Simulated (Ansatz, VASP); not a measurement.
**One calculation of InAg, two programs**

The input INCAR:

```
SYSTEM = InAg
PREC = Accurate ; ENCUT = 520
EDIFF = 1E-6 ; ISMEAR = -1
SIGMA = 0.15 ; LREAL = .False.
LASPH = .True. ; NELM = 100
ALGO = Normal ; ISIF = 2
LWAVE = .False. ; LCHARG = .False.
GGA = CA ; NBANDS = 19
```

The input KPOINTS:

```
Automatic mesh
0
Gamma
  5 5 5
  0 0 0
```

The input POSCAR:

```
InAg
1.0
    3.4647890000      0.0000000000      0.0000000000
    0.0000000000      3.4647890000      0.0000000000
    0.0000000000      0.0000000000      3.4647890000
In Ag
1 1
Direct
    0.5000000000      0.5000000000      0.5000000000
    0.0000000000      0.0050000000      0.0000000000
```

Input for Ansatz:

```yaml
crystal:
  lattice:
    - [3.464789, 0.0, 0.0]
    - [0.0, 3.464789, 0.0]
    - [0.0, 0.0, 3.464789]
  atoms:
    - { symbol: In, position: [0.5, 0.5, 0.5] }
    - { symbol: Ag, position: [0.0, 0.005, 0.0] }
kpoints:
  mp_grid:
    grid: [5, 5, 5]
    shift: [0.0, 0.0, 0.0]
hamiltonian:
  xc: lda
scf:
  occupations:
    method: fermi_dirac
    width: 0.15
output:
  forces: true
```

Alike in both runs: task single point; functional LDA; k mesh 5 × 5 × 5; occupations fermi-dirac, width 0.15 eV; no spin polarisation.

```csv
,VASP,Ansatz
version,VASP 6.6.1,Ansatz 0.2.0
potentials or method,"VASP PAW LDA potentials, release 64 (In_d, Ag)","plane waves, PAW"
plane-wave cutoff (eV),520,420
valence electrons in the cell,24,32
```

|  | VASP | Ansatz | Ansatz less VASP |
| --- | --- | --- | --- |
| gap on the k mesh at the Fermi level (eV) | none | none | - |
| rms of the force components (eV/Å) | 0.014 | 0.014 | -0.0004 |

LDA's correlation is that of Perdew and Zunger in VASP and of Perdew and Wang (1992) in Ansatz. Atom by atom the forces differ by 0.000 eV/Å (rms over components). A gap of «none» marks a metal or a gap that the smearing closes. VASP's potentials hold 24 valence electrons a cell and Ansatz's 32, so a difference there can come from the potentials and not from the codes.

The k mesh is coarse, so the values compare programs but aren't converged.
